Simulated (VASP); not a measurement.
A run of VASP 6.6.1 is set up as follows.

Contents of INCAR:

```
SYSTEM = Li
PREC = Accurate
ENCUT = 520
EDIFF = 1E-7
ISMEAR = -1
SIGMA = 0.05
LREAL = .FALSE.
LASPH = .TRUE.
NELM = 60
ALGO = Normal
ISIF = 2
LWAVE = .FALSE.
LCHARG = .FALSE.
GGA = RP
NBANDS = 10
```

The input KPOINTS:

```
regular mesh
0
G
  12 12 7
  0 0 0
```

File POSCAR:

```
Li
1.0
    3.1107804728      0.0000000000      0.0000000000
   -1.5553902364      2.6940149151      0.0000000000
    0.0000000000      0.0000000000      5.0139130944
Li
2
Direct
    0.3333333333      0.6666666667      0.2500000000
    0.6666666667      0.3333333333      0.7500000000
```

Potentials or basis: VASP PAW PBE potentials, release 64 (Li_sv).

Launch:

```bash
$ cat potpaw_PBE.64/Li_sv/POTCAR > POTCAR
$ mpirun -np 1 vasp_std > vasp.out
```

(1) Estimate the band gap on the k mesh.

Answers

(1) zero (bands 3 and 4 overlap by 4.16 eV).
